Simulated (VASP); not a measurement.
Ni:

```
Ni
1.0
     0.00000    1.64056    1.64056
     1.64056    0.00000    1.64056
     1.64056    1.64056    0.00000
Ni
1
Direct
  0.00000 0.00000 0.00000
```

Base run:

| Property | Result |
| --- | --- |
| Program | VASP 6.6.1 |
| Functional | LDA |
| Potentials or basis | VASP PAW LDA potentials, release 64 (Ni) |
| Cutoff | 520 eV |
| k mesh | 24 × 24 × 24 |
| Occupations | gaussian, width 0.15 eV |
| Spin | collinear spin, ferromagnetic start |
| Starting moments | [0.25] μB |
| Fixed moment | 0.25 μB |

Its results: pressure 42.7 GPa; site moments Ni +0.25 μB.

Q: After a change of settings the same cell gave: pressure 50.3 GPa; site moments Ni +0.98 μB. Which change was it?
A. fixed moment from 0.25 μB to 1 μB; moments at the start from [0.25] to [1.0]
B. fixed moment from 0.25 μB to 0.5 μB; moments at the start from [0.25] to [0.5]
C. fixed moment from 0.25 μB to 0.75 μB; moments at the start from [0.25] to [0.75]

A: A.

Caveats: the cell stands under pressure; the total moment is fixed, so each spin has its own Fermi level and the state may be an excited one.
